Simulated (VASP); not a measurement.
Au3C, 4 atoms in the cell. The cell holds a slab with vacuum, 4 atoms: a = 2.940 Å, b = 2.940 Å, c = 21.897 Å, α = 90.00°, β = 90.00°, γ = 120.00°. 

* Program: VASP 6.6.1
* Task: single point
* Functional: PBE
* Potentials or basis: VASP PAW PBE potentials, release 64 (Au, C)
* Cutoff: 520 eV
* k mesh: 9 × 9 × 1
* Occupations: gaussian, width 0.1 eV
* Spin: no spin polarisation
* Dipole correction: yes
* Further INCAR settings: ALGO = Normal; EDIFF = 1e-07; NBANDS = 26

Potentials or basis: VASP PAW PBE potentials, release 64 (Au, C).

Launch:

```console
$ cat potpaw_PBE.64/Au/POTCAR potpaw_PBE.64/C/POTCAR > POTCAR
$ mpirun -np 1 vasp_std > vasp.out
```

Hardware: 1 thread of Oxide Virtual Turin-like Processor, on a shared host.

Question: How long does it take, and how much memory?

Answer: It took 2.8 min on 1 thread of Oxide Virtual Turin-like Processor, with other jobs on the host, peak memory 0.31 GiB. Counts: scf iterations 24, k points 25.
